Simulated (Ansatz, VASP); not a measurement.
## CO2 in VASP and in Ansatz

```
O C
1.0
     7.39515    0.00000    0.00000
    -3.69757    6.40439    0.00000
     0.00000    0.00000   18.00161
O C
2 1
Direct
  0.99840 0.97192 0.62512
  0.65761 0.68675 0.62521
  0.82801 0.82931 0.62494
```

Alike in both runs: task single point; functional PBE; dispersion D3(BJ); k mesh 3 × 3 × 1; occupations gaussian, width 0.05 eV; no spin polarisation.

|  | VASP | Ansatz |
| --- | --- | --- |
| version | VASP 6.6.1 | Ansatz 0.2.0 |
| potentials or method | VASP PAW PBE potentials, release 64 (O, C), cutoff 520 eV | scalar-relativistic, plane waves, PAW |
| valence electrons in the cell | 16 | 16 |

|  | VASP | Ansatz | Ansatz less VASP |
| --- | --- | --- | --- |
| gap on the k mesh at the Fermi level (eV) | 7.70 | 7.70 | -0.004 |
| rms of the force components (eV/Å) | 0.286 | 0.025 | -0.2602 |

One of these differences is far larger than is usual between the two programs; its cause wasn't traced.

Noted on VASP's run: the standard files for N, O and F lose accuracy on very short bonds.
